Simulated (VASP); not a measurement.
# CrSiS (P4mm) in VASP: notebook

Runs on CrSiS. Level: PBE. Tasks: single point, relaxation of cell and atoms.

All numbers are computed with VASP 6.6.1; they aren't measurements. Logs are shortened: lines on timing, memory, paths and dates and some standing lists are left out, and cuts for length are marked.

## Step 1: The cell of the first run

It takes space group P4mm (No. 99, tetragonal). The conventional cell has a = 2.876 Å, b = 2.876 Å, c = 4.966 Å, α = 90.00°, β = 90.00°, γ = 90.00°. Within 3.2 Å of Cr (site symmetry 4mm) lie 4 S at 2.41 Å and 4 Si at 2.48 Å and 4 Cr at 2.88 Å. Si (site symmetry 4mm) has 2 S at 2.26 to 2.70 Å and 4 Cr at 2.48 Å and 4 Si at 2.88 Å within 3.0 Å. S (site symmetry 4mm) has 2 Si at 2.26 to 2.70 Å and 4 Cr at 2.41 Å and 4 S at 2.88 Å within 3.0 Å.

The cell was generated, and may not be a known phase.

## Step 2: Single point, PBE, collinear spin, ferromagnetic start

File INCAR:

```
SYSTEM = CrSiS
PREC     = Accurate       ! precision mode
ENCUT    = 520            ! plane-wave cutoff, eV
EDIFF    = 1E-7           ! SCF threshold, eV
ISMEAR   = 0              ! smearing method
SIGMA    = 0.15           ! smearing width, eV
LREAL    = .FALSE.        ! projectors in reciprocal space
LASPH    = .TRUE.         ! aspherical terms in the spheres
NELM     = 150            ! most SCF steps
ALGO     = Normal         ! electronic algorithm
ISIF     = 2              ! what is computed and relaxed
LWAVE    = .FALSE.        ! write WAVECAR
LCHARG   = .TRUE.         ! write CHGCAR
ISPIN    = 2              ! spin polarisation
MAGMOM   = 3 0 0          ! initial moments
LORBIT   = 11             ! projections on sites
LMAXMIX  = 4              ! l up to which the mixer works
GGA      = PE             ! functional
LELF     = .TRUE.         ! ELF
LVHAR    = .TRUE.       
NBANDS   = 22             ! bands
```

File KPOINTS:

```
regular mesh
0
G
  4 4 4
  0 0 0
```

File POSCAR:

```
CrSiS
1.0
    2.8761767452      0.0000000000      0.0000000000
    0.0000000000      2.8761767452      0.0000000000
    0.0000000000      0.0000000000      4.9664273207
Cr Si S
1 1 1
Direct
    0.5000000000      0.5000000000      0.2768905561
    0.0000000000      0.0000000000      0.9925683331
    0.0000000000      0.0000000000      0.5368046408
```

Potentials or basis: VASP PAW PBE potentials, release 64 (Cr_pv, Si, S).

Launch:

```
cat potpaw_PBE.64/Cr_pv/POTCAR potpaw_PBE.64/Si/POTCAR potpaw_PBE.64/S/POTCAR > POTCAR
mpirun -np 1 vasp_std > vasp.out
```

OUTCAR:

```text
SYSTEM = CrSiS
   PREC = Accurate
   ENCUT = 520
   EDIFF = 1E-7
   ISMEAR = 0
   LREAL = .FALSE.
   LASPH = .TRUE.
   NELM = 150
   ISIF = 2
   ISPIN = 2
   LORBIT = 11
   GGA = PE

 ion  position               nearest neighbor table
   1  0.500  0.500  0.277-   3 2.41   3 2.41   3 2.41   3 2.41   2 2.48   2 2.48   2 2.48   2 2.48

   2  0.000  0.000  0.993-   3 2.26   1 2.48   1 2.48   1 2.48   1 2.48   3 2.70
   3  0.000  0.000  0.537-   2 2.26   1 2.41   1 2.41   1 2.41   1 2.41   2 2.70

  LATTYP: Found a simple tetragonal cell.
 ALAT       =     2.8761767452
 C/A-ratio  =     1.7267462193

  Lattice vectors:

 A1 = (   2.8761767452,   0.0000000000,   0.0000000000)
 A2 = (   0.0000000000,   2.8761767452,   0.0000000000)
 A3 = (   0.0000000000,   0.0000000000,   4.9664273207)

Analysis of symmetry for initial positions (statically):
=====================================================================
 Subroutine PRICEL returns:
 Original cell was already a primitive cell.

 Routine SETGRP: Setting up the symmetry group for a
 simple tetragonal supercell.

 Subroutine GETGRP returns: Found  8 space group operations
 (whereof  8 operations were pure point group operations)
 out of a pool of 16 trial point group operations.

The static configuration has the point symmetry C_4v.

Analysis of symmetry for dynamics (positions and initial velocities):
=====================================================================
 Subroutine PRICEL returns:
 Original cell was already a primitive cell.

 Routine SETGRP: Setting up the symmetry group for a
 simple tetragonal supercell.

 Subroutine GETGRP returns: Found  8 space group operations
 (whereof  8 operations were pure point group operations)
 out of a pool of 16 trial point group operations.

The dynamic configuration has the point symmetry C_4v.

Analysis of structural, dynamic, and magnetic symmetry:
=====================================================================
 Subroutine PRICEL returns:
 Original cell was already a primitive cell.

 Routine SETGRP: Setting up the symmetry group for a
 simple tetragonal supercell.

 Subroutine GETGRP returns: Found  8 space group operations
 (whereof  8 operations were pure point group operations)
 out of a pool of 16 trial point group operations.

The overall configuration has the point symmetry C_4v.

 Subroutine INISYM returns: Found  8 space group operations
 (whereof  8 operations are pure point group operations),
 and found     1 'primitive' translations

----------------------------------------------------------------------------------------

                                     Primitive cell

  volume of cell :      41.0842

  direct lattice vectors                    reciprocal lattice vectors
     2.876176745  0.000000000  0.000000000     0.347683779  0.000000000  0.000000000
     0.000000000  2.876176745  0.000000000     0.000000000  0.347683779  0.000000000
     0.000000000  0.000000000  4.966427321     0.000000000  0.000000000  0.201351985

  length of vectors
     2.876176745  2.876176745  4.966427321     0.347683779  0.347683779  0.201351985

  position of ions in fractional coordinates (direct lattice)
     0.500000000  0.500000000  0.276890556
     0.000000000  0.000000000  0.992568333
     0.000000000  0.000000000  0.536804641

  ion indices of the primitive-cell ions
   primitive index   ion index
                 1           1
                 2           2
                 3           3

----------------------------------------------------------------------------------------

 KPOINTS: regular mesh

Automatic generation of k-mesh.
 Grid dimensions read from file:
 generate k-points for:    4    4    4

 Generating k-lattice:

  Cartesian coordinates                     Fractional coordinates (reciprocal lattice)
     0.086920945  0.000000000  0.000000000     0.250000000  0.000000000  0.000000000
     0.000000000  0.086920945  0.000000000     0.000000000  0.250000000  0.000000000
     0.000000000  0.000000000  0.050337996     0.000000000  0.000000000  0.250000000

  Length of vectors
     0.086920945  0.086920945  0.050337996

  Shift w.r.t. Gamma in fractional coordinates (k-lattice)
     0.000000000  0.000000000  0.000000000

 Subroutine IBZKPT returns following result:
 ===========================================

 Found     18 irreducible k-points:

 Following reciprocal coordinates:
            Coordinates               Weight
  0.000000  0.000000  0.000000      1.000000
  0.250000  0.000000  0.000000      4.000000
  0.500000  0.000000  0.000000      2.000000
  0.250000  0.250000  0.000000      4.000000
  0.500000  0.250000  0.000000      4.000000
  0.500000  0.500000  0.000000      1.000000
[... 10 lines left out ...]
  0.500000  0.250000  0.500000      4.000000
  0.500000  0.500000  0.500000      1.000000
   k-points           NKPTS =     18   k-points in BZ     NKDIM =     18   number of bands    NBANDS=     22
[... 57 lines left out ...]

 number of electron      21.9999995 magnetization      -0.0000501

 Free energy of the ion-electron system (eV)
  ---------------------------------------------------
  ext. energy  EPLUGINS =         0.00000000
  ---------------------------------------------------
  free energy    TOTEN  =       -19.49436049 eV

  energy without entropy =      -19.48080837  energy(sigma->0) =      -19.48758443

 E-fermi :  10.1000     XC(G=0): -11.7811

 val. band max:       10.0333598880   @ k =   0.5000   0.5000   0.5000
 cond. band min:      10.1557772717   @ k =   0.2500   0.2500   0.0000
 fundamental gap:      0.1224173837
 Fermi energy:        10.0999949222

 spin component 1

 k-point     1 :       0.0000    0.0000    0.0000
  band No.  band energies     occupation
      1     -33.0057      1.00000
      2     -33.0057      1.00000
      3     -32.8646      1.00000
      4      -6.4672      1.00000
      5       0.4630      1.00000
      6       1.4084      1.00000
[... 14 lines left out ...]
     21      19.6512      0.00000
     22      19.6512      0.00000

 k-point     2 :       0.2500    0.0000    0.0000
  band No.  band energies     occupation
      1     -33.0912      1.00000
      2     -32.9977      1.00000
      3     -32.8541      1.00000
      4      -5.7151      1.00000
      5       1.1285      1.00000
      6       2.2393      1.00000
[... 14 lines left out ...]
     21      20.9323      0.00000
     22      21.6472      0.00000
[... 358 lines left out ...]
      6       2.8008      1.00000
[... 14 lines left out ...]
     21      19.1162      0.00000
     22      20.9483      0.00000

 k-point    18 :       0.5000    0.5000    0.5000
  band No.  band energies     occupation
      1     -33.1503      1.00000
      2     -33.1503      1.00000
      3     -32.8249      1.00000
      4      -3.1542      1.00000
      5       2.1298      1.00000
      6       3.3211      1.00000
[... 14 lines left out ...]
     21      18.2564      0.00000
     22      20.3544      0.00000
 Fermi energy:        10.0999949222

 spin component 2

 k-point     1 :       0.0000    0.0000    0.0000
  band No.  band energies     occupation
      1     -33.0058      1.00000
      2     -33.0058      1.00000
      3     -32.8648      1.00000
      4      -6.4672      1.00000
      5       0.4630      1.00000
      6       1.4084      1.00000
[... 14 lines left out ...]
     21      19.6513      0.00000
     22      19.6513      0.00000

 k-point     2 :       0.2500    0.0000    0.0000
  band No.  band energies     occupation
      1     -33.0913      1.00000
      2     -32.9978      1.00000
      3     -32.8542      1.00000
      4      -5.7151      1.00000
      5       1.1285      1.00000
      6       2.2393      1.00000
[... 14 lines left out ...]
     21      20.9323      0.00000
     22      21.6472      0.00000
[... 373 lines left out ...]
     21      19.1162      0.00000
     22      20.9483      0.00000

 k-point    18 :       0.5000    0.5000    0.5000
  band No.  band energies     occupation
      1     -33.1504      1.00000
      2     -33.1504      1.00000
      3     -32.8250      1.00000
      4      -3.1542      1.00000
      5       2.1298      1.00000
      6       3.3211      1.00000
[... 14 lines left out ...]
     21      18.2564      0.00000
     22      20.3543      0.00000

------------------------ aborting loop because EDIFF is reached ----------------------------------------

  FORCE on cell =-STRESS in cart. coord.  units (eV):
  Direction    XX          YY          ZZ          XY          YZ          ZX
  --------------------------------------------------------------------------------------
  -------------------------------------------------------------------------------------
  Total       -0.0120495     -0.0120495     -0.1753827      0.0000000      0.0000000      0.0000000
  in kB       -0.4698988     -0.4698988     -6.8394639      0.0000000      0.0000000      0.0000000
  external PRESSURE =      -2.5930871 kB  Pullay stress =       0.0000000 kB

 VOLUME and BASIS-vectors are now :
 -----------------------------------------------------------------------------
  energy-cutoff  :      520.00
  volume of cell :       41.08
      direct lattice vectors                 reciprocal lattice vectors
     2.876176745  0.000000000  0.000000000     0.347683779  0.000000000  0.000000000
     0.000000000  2.876176745  0.000000000     0.000000000  0.347683779  0.000000000
     0.000000000  0.000000000  4.966427321     0.000000000  0.000000000  0.201351985

 POSITION                                       TOTAL-FORCE (eV/Angst)
 -----------------------------------------------------------------------------------
      1.43809      1.43809      1.37516         0.000000      0.000000     -0.003653
      0.00000      0.00000      4.92952         0.000000     -0.000000      0.008664
      0.00000      0.00000      2.66600         0.000000     -0.000000     -0.005011
 -----------------------------------------------------------------------------------
    total drift:                                0.000000      0.000000     -0.000475

  FREE ENERGIE OF THE ION-ELECTRON SYSTEM (eV)
  ---------------------------------------------------
  free  energy   TOTEN  =       -19.4943604929 eV

  energy  without entropy=      -19.4808083663  energy(sigma->0) =      -19.48758443

 total charge

# of ion       s       p       d       tot
------------------------------------------
    1        0.284   6.315   4.412  11.010
    2        0.766   0.825   0.000   1.591
    3        1.361   2.320   0.000   3.680
--------------------------------------------------
tot          2.410   9.460   4.412  16.282

 magnetization (x)

# of ion       s       p       d       tot
------------------------------------------
    1       -0.000   0.000  -0.000  -0.000
    2        0.000   0.000   0.000   0.000
    3        0.000   0.000   0.000   0.000
--------------------------------------------------
tot          0.000   0.000  -0.000  -0.000
```

Run time: 68 s. Hardware: 1 thread of Oxide Virtual Turin-like, shared host; peak memory 0.15 GiB.

Results:

```
Free energy                                           : -19.4944 eV
Pressure                                              : -0.3 GPa
Largest force                                         : 0.009 eV/Å
Band gap on the k mesh                                : zero (filled and empty bands overlap)
Net moment                                            : 0.00 μB per cell
Valence electrons inside the program's atomic spheres : Cr 11.01; Si 1.59; S 3.68
```

Forces on the atoms (eV/Å):
```
Cr   0.000  0.000 -0.004
Si   0.000  0.000  0.009
S    0.000  0.000 -0.005
```

Stress tensor (GPa, compression positive):
```
-0.05  0.00  0.00
 0.00 -0.05  0.00
 0.00  0.00 -0.68
```

Caveat: the k points lie up to 0.55 Å⁻¹ apart, too coarse for converged energies and pressures of a metal; an empty level that is flat over the whole mesh can mark a ghost state of the potentials, or a narrow d or f band; the moments typed at the start vanished in this run. With open d or f shells a metallic result of PBE can be an artefact of self-interaction; +U or a hybrid may open a gap.

## Step 3: Single point, PBE

File INCAR:

```
PREC = Accurate
ENCUT = 520
EDIFF = 1E-7
ISMEAR = 0
SIGMA = 0.1
LREAL = F
LASPH = T
NELM = 80
ALGO = Fast
ISIF = 2
LWAVE = F
LCHARG = T
GGA = PE
LELF = T
LVHAR = T
NBANDS = 18
```

File KPOINTS:

```
Automatic mesh
0
Gamma
  12 12 8
```

File POSCAR:

```
CrSiS
1.0
    2.8813400463      0.0000000000      0.0000000000
    0.0000000000      2.8813400463      0.0000000000
    0.0000000000      0.0000000000      4.9480567170
Cr Si S
1 1 1
Direct
    0.5000000000      0.5000000000      0.2803891439
    0.0000000000      0.0000000000      0.9923516216
    0.0000000000      0.0000000000      0.5335227645
```

Potentials or basis: VASP PAW PBE potentials, release 64 (Cr_pv, Si, S).

Launch:

```
cat potpaw_PBE.64/Cr_pv/POTCAR potpaw_PBE.64/Si/POTCAR potpaw_PBE.64/S/POTCAR > POTCAR
mpirun -np 1 vasp_std > vasp.out
```

Run time: 3.6 min. Hardware: 1 thread of Oxide Virtual Turin-like, shared host; peak memory 0.2 GiB.

Results (log left out):

* Free energy: -19.4898 eV
* Pressure: -0.2 GPa
* Largest force: 0.009 eV/Å
* Band gap on the k mesh: zero (bands 11 and 12 overlap by 0.48 eV)

Forces on the atoms (eV/Å):
```
Cr   0.000  0.000 -0.007
Si   0.000  0.000 -0.002
S    0.000  0.000  0.009
```

Levels at points of the mesh, in eV from the Fermi level:
```
           k point  band 8  band 9  band 10  band 11  band 12  band 13  band 14  band 15
(0.00, 0.00, 0.00)   -2.30   -2.30    -0.67     0.13     0.40     0.40     5.08     6.41
(0.50, 0.00, 0.00)   -3.83   -2.80    -2.35    -0.20     1.11     1.14     1.78     3.36
(0.50, 0.50, 0.00)   -3.94   -3.94    -3.83    -1.28     1.18     3.03     3.03     3.15
(0.00, 0.00, 0.50)   -2.54   -2.44    -2.44     0.13     0.97     0.97     2.32     4.83
(0.50, 0.00, 0.50)   -3.83   -2.72    -1.35    -0.23     0.67     1.32     1.44     3.49
(0.50, 0.50, 0.50)   -3.69   -3.69    -0.56     0.04     0.97     0.97     1.18     1.25
```

Caveat: the run has no spin polarisation, though such a crystal can be magnetic. Spin polarisation is off, so any magnetic state and its effect on volume and gap are missing.

## Step 4: Relaxation of cell and atoms, PBE

File INCAR:

```
SYSTEM = CrSiS
PREC = Accurate
ENCUT = 600
EDIFF = 1E-6
ISMEAR = 0
SIGMA = 0.1
LREAL = .FALSE.
LASPH = .TRUE.
NELM = 100
ALGO = Normal
ISIF = 3
LWAVE = .FALSE.
LCHARG = .FALSE.
GGA = PE
IBRION = 2
NSW = 100
EDIFFG = -0.01
```

File KPOINTS:

```
regular mesh
0
G
  12 12 8
  0 0 0
```

File POSCAR:

```
CrSiS
1.0
    2.8761767452      0.0000000000      0.0000000000
    0.0000000000      2.8761767452      0.0000000000
    0.0000000000      0.0000000000      4.9664273207
Cr Si S
1 1 1
Direct
    0.5000000000      0.5000000000      0.2768905561
    0.0000000000      0.0000000000      0.9925683331
    0.0000000000      0.0000000000      0.5368046408
```

Launch:

```
cat potpaw_PBE.64/Cr_pv/POTCAR potpaw_PBE.64/Si/POTCAR potpaw_PBE.64/S/POTCAR > POTCAR
mpirun -np 1 vasp_std > vasp.out
```

Wall time 6.4 min (1 thread of Oxide Virtual Turin-like, shared host); peak memory 0.22 GiB.

It converged, with:

- Free energy: -19.4901 eV
- Relaxed volume: 13.68 Å³/atom
- Relaxed cell: a = 2.881 Å, b = 2.881 Å, c = 4.946 Å, α = 90.00°, β = 90.00°, γ = 90.00°
- Space group after relaxing (to 0.1 Å): P4mm (No. 99)
- Energy gained by relaxing: 2.1 meV/atom
- Ionic steps: 6
- Pressure after relaxing: 0.0 GPa
- Largest force after relaxing: 0.006 eV/Å
- Band gap on the k mesh: zero (bands 11 and 12 overlap by 0.48 eV)

Forces in eV/Å, atoms in the order of the input:
```
Cr   0.000  0.000  0.004
Si   0.000  0.000 -0.006
S    0.000  0.000  0.002
```

Step by step:
| step | energy change (eV) | largest force (eV/Å) | pressure (GPa) | volume (Å³) |
| --- | --- | --- | --- | --- |
| 1 | 0.0000 | 0.3259 | -0.16 | 41.08 |
| 2 | -0.0059 | 0.0496 | 0.28 | 41.00 |
| 3 | -0.0059 | 0.0602 | 0.24 | 41.01 |
| 4 | -0.0062 | 0.0061 | -0.26 | 41.12 |
| 5 | -0.0062 | 0.0114 | -0.12 | 41.10 |
| 6 | -0.0062 | 0.0062 | 0.00 | 41.05 |

Final structure:
```
CELL_PARAMETERS angstrom
2.88107 0.00000 0.00000
0.00000 2.88107 0.00000
0.00000 0.00000 4.94561
ATOMIC_POSITIONS crystal
Cr 0.50000 0.50000 0.28027
Si 0.00000 0.00000 0.99239
S 0.00000 0.00000 0.53360
```

Levels at points of the mesh, in eV from the Fermi level:
| k point | band 8 | band 9 | band 10 | band 11 | band 12 | band 13 | band 14 | band 15 |
| --- | --- | --- | --- | --- | --- | --- | --- | --- |
| (0.00, 0.00, 0.00) | -2.30 | -2.30 | -0.67 | 0.13 | 0.40 | 0.40 | 5.09 | 6.41 |
| (0.50, 0.00, 0.00) | -3.83 | -2.80 | -2.35 | -0.20 | 1.12 | 1.14 | 1.78 | 3.37 |
| (0.50, 0.50, 0.00) | -3.94 | -3.94 | -3.83 | -1.29 | 1.18 | 3.03 | 3.03 | 3.15 |
| (0.00, 0.00, 0.50) | -2.54 | -2.44 | -2.44 | 0.13 | 0.97 | 0.97 | 2.32 | 4.83 |
| (0.50, 0.00, 0.50) | -3.83 | -2.72 | -1.35 | -0.23 | 0.68 | 1.32 | 1.44 | 3.50 |
| (0.50, 0.50, 0.50) | -3.69 | -3.69 | -0.56 | 0.04 | 0.97 | 0.97 | 1.18 | 1.26 |

Caveat: the run has no spin polarisation, though such a crystal can be magnetic. Spin polarisation is off, so any magnetic state and its effect on volume and gap are missing.

The gap in the log of VASP goes by the Fermi energy; the results here count the filled bands.